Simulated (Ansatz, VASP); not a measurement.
# Two plane-wave programs on HfB

The input INCAR:

```
ALGO = Normal
EDIFF = 1E-7
ENCUT = 520
GGA = PE
ISIF = 2
ISMEAR = 0
LASPH = True
LCHARG = True
LELF = True
LREAL = False
LVHAR = True
LWAVE = False
NBANDS = 21
NELM = 100
PREC = Accurate
SIGMA = 0.1
```

Contents of KPOINTS:

```
k-points
0
Gamma
  12 12 10
```

Contents of POSCAR:

```
HfB
1.0
    2.5256587295      2.5256587295      0.0000000000
   -2.5256587295      2.5256587295      0.0000000000
    0.0000000000      0.0000000000      5.0513174589
Hf B
2 2
Direct
    0.5000000000      0.5000000000      0.0000000000
    0.0000000000      0.0000000000      0.5000000000
    0.0000000000      0.0000000000      0.0000000000
    0.5000000000      0.5000000000      0.5000000000
```

Input for Ansatz:

```yaml
crystal:
  lattice:
    - [2.5256587295, 2.5256587295, 0.0]
    - [-2.5256587295, 2.5256587295, 0.0]
    - [0.0, 0.0, 5.0513174589]
  atoms:
    - { symbol: Hf, position: [0.5, 0.5, 0.0] }
    - { symbol: Hf, position: [0.0, 0.0, 0.5] }
    - { symbol: B, position: [0.0, 0.0, 0.0] }
    - { symbol: B, position: [0.5, 0.5, 0.5] }
basis:
  ecutwfc: 420
kpoints:
  mp_grid: { grid: [12, 12, 10] }
hamiltonian:
  xc: pbe
scf:
  occupations: { method: gaussian, width: 0.1 }
output:
  forces: true
  stress: true
  eigenvalues: true
```

Change from the starting cell: equal strain along all axes, cell held, atoms relaxed: +4.5 %.

Alike in both runs: task single point; functional PBE; k mesh 12 × 12 × 10; occupations gaussian, width 0.1 eV; no spin polarisation.

|  | VASP | Ansatz |
| --- | --- | --- |
| version | VASP 6.6.1 | Ansatz 0.2.0 |
| potentials or method | VASP PAW PBE potentials, release 64 (Hf_pv, B), cutoff 520 eV | scalar-relativistic, plane waves, PAW |
| valence electrons in the cell | 26 | 58 |

Ansatz gave:

* gap on the k mesh at the Fermi level (eV): none
* pressure (GPa): -17.3

Problem. Estimate VASP's values.

Solution. gap on the k mesh at the Fermi level (eV): none; pressure (GPa): -17.6.

A gap of «none» marks a metal or a gap that the smearing closes. VASP's potentials hold 26 valence electrons a cell and Ansatz's 58, so a difference there can come from the potentials and not from the codes.

Neither program's run includes spin-orbit coupling.
